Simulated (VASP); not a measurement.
Runs of VASP 6.6.1 on Ir. The structure is that of space group P6_3/mmc (No. 194), or close to it. The cells are those of the table. This isn't the form of Ir at room conditions, which is fcc.

```tsv
cell	gap on the mesh (eV)	pressure (GPa)
a = 2.531, b = 2.531, c = 4.462 Å, angles 90.0, 90.0, 120.0°, 2 atoms	none	(a)
a = 2.641, b = 2.641, c = 4.284 Å, angles 90.0, 90.0, 120.0°, 2 atoms	none	50.7
a = 2.531, b = 2.531, c = 4.819 Å, angles 90.0, 90.0, 120.0°, 2 atoms	none	(b)
a = 2.641, b = 2.641, c = 4.462 Å, angles 90.0, 90.0, 120.0°, 2 atoms	none	28.4
a = 2.751, b = 2.751, c = 4.105 Å, angles 90.0, 90.0, 120.0°, 2 atoms	none	32.9
a = 2.641, b = 2.641, c = 4.105 Å, angles 90.0, 90.0, 120.0°, 2 atoms	none	81.1
a = 2.531, b = 2.531, c = 4.641 Å, angles 90.0, 90.0, 120.0°, 2 atoms	none	62.8
```

Alike in all rows: task single point; level r2SCAN; potentials or basis VASP PAW PBE potentials, release 64 (Ir); no spin polarisation; k mesh 18 × 18 × 12; cutoff (eV) 520; smearing gaussian 0.15 eV.

**Question.** Fill in the values left out.

**Answer.** (a) 84.9; (b) 46.8.

Caveats: the PAW data sets were made with another functional, which shifts forces and pressure a little; spin-orbit coupling is left out, which moves the levels of the heavy elements; the stress differs along the axes, from 45 to 105 GPa (at least some runs); the cell stands under pressure (at least some runs); the stress differs along the axes, from -12 to 76 GPa (at least some runs); the stress differs along the axes, from 15 to 35 GPa (at least some runs); the stress differs along the axes, from 21 to 58 GPa (at least some runs).

A k mesh can miss the band edges, and the runs leave out spin-orbit coupling on Ir.

A gap of «none» marks levels without a gap at the run's occupations.
